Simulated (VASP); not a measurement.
Here is a VASP 6.6.1 calculation.

File INCAR:

```
SYSTEM = Zr
PREC = Accurate ; ENCUT = 520
EDIFF = 1E-7 ; ISMEAR = -1
SIGMA = 0.03 ; LREAL = .False.
LASPH = .True. ; NELM = 100
ALGO = Normal ; ISIF = 2
LWAVE = .False. ; LCHARG = .False.
GGA = CA ; NBANDS = 12
```

KPOINTS

```
Automatic mesh
0
Gamma
  16 16 16
  0 0 0
```

The input POSCAR:

```
Zr
1.0
   -1.8100000000      1.8100000000      1.8462000000
    1.8100000000     -1.8100000000      1.8462000000
    1.8100000000      1.8100000000     -1.8462000000
Zr
1
Direct
    0.0000000000      0.0000000000      0.0000000000
```

Potentials or basis: VASP PAW LDA potentials, release 64 (Zr_sv).

The run is started by

```console
$ cat potpaw_LDA.64/Zr_sv/POTCAR > POTCAR
$ mpirun -np 1 vasp_std > vasp.out
```

Q: What does it give for the pressure?

A: -10.8 GPa.

Q: Predict the band gap on the k mesh.

A: Zero (bands 6 and 7 overlap by 1.68 eV).

Stress tensor (GPa, compression positive):
```
-10.89   0.00   0.00
  0.00 -10.89   0.00
  0.00   0.00 -10.48
```

Caveat: the cell differs from its parent crystal (zz strain of +2 %); the cell stands under tension.
